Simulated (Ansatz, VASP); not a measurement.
# Sr3Cl in VASP and in Ansatz

```xyz
4
Lattice="4.9441 0.0000 0.0000 0.0000 4.9441 0.0000 0.0000 0.0000 4.9441" Properties=species:S:1:pos:R:3 pbc="T T T"
Sr    0.0000    2.4721    2.4721
Sr    2.4721    0.0000    2.4721
Sr    2.4721    2.4721    0.0000
Cl    0.0000    0.0000    0.0000
```

Alike in both runs: task relaxation of cell and atoms; functional PBE; k mesh 4 × 4 × 4; occupations gaussian, width 0.1 eV; no spin polarisation.

|  | VASP | Ansatz |
| --- | --- | --- |
| version | VASP 6.6.1 | Ansatz 0.2.0 |
| potentials or method | VASP PAW PBE potentials, release 64 (Sr_sv, Cl), cutoff 600 eV | scalar-relativistic, plane waves, PAW |
| valence electrons in the cell | 37 | 37 |

Ansatz gave:

| Quantity | Value |
| --- | --- |
| gap on the k mesh at the Fermi level, each at its own relaxed structure (eV) | none |
| relaxed volume (Å³/atom) | 47.29 |
| relaxed cell length with the largest relative difference (Å) | 5.740 |

Problem. Which values does VASP return?

Solution. gap on the k mesh at the Fermi level, each at its own relaxed structure (eV): none; relaxed volume (Å³/atom): 47.52; relaxed cell length with the largest relative difference (Å): 5.750.

A gap of «none» marks a metal or a gap that the smearing closes.

Noted on VASP's run: the volume moved by over 15 % at a fixed basis, so the end points are rough.
